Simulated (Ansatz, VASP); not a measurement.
# Two plane-wave programs on Al

```
Al
1.0
     3.02500    0.00000    0.00000
    -1.51250    2.61973    0.00000
     0.00000    0.00000    4.76133
Al
2
Direct
  0.33333 0.66667 0.25000
  0.66667 0.33333 0.75000
```

Alike in both runs: task single point; functional PBEsol; k mesh 15 × 15 × 10; occupations gaussian, width 0.1 eV; no spin polarisation.

|  | VASP | Ansatz |
| --- | --- | --- |
| version | VASP 6.6.1 | Ansatz 0.2.0 |
| potentials or method | VASP PAW PBE potentials, release 64 (Al), cutoff 500 eV | scalar-relativistic, plane waves, PAW |
| valence electrons in the cell | 6 | 6 |

|  | VASP | Ansatz | Ansatz less VASP |
| --- | --- | --- | --- |
| gap on the k mesh at the Fermi level (eV) | none | none | - |
| pressure (GPa) | -8.1 | -8.2 | -0.03 |
| traceless stress, the component that is largest in VASP (GPa) | 1.30 | 1.29 | -0.004 |

VASP's potentials were made for PBE, not for PBEsol. A gap of «none» marks a metal or a gap that the smearing closes. The functional is the same, so the differences come from potentials, cutoffs and numerics.
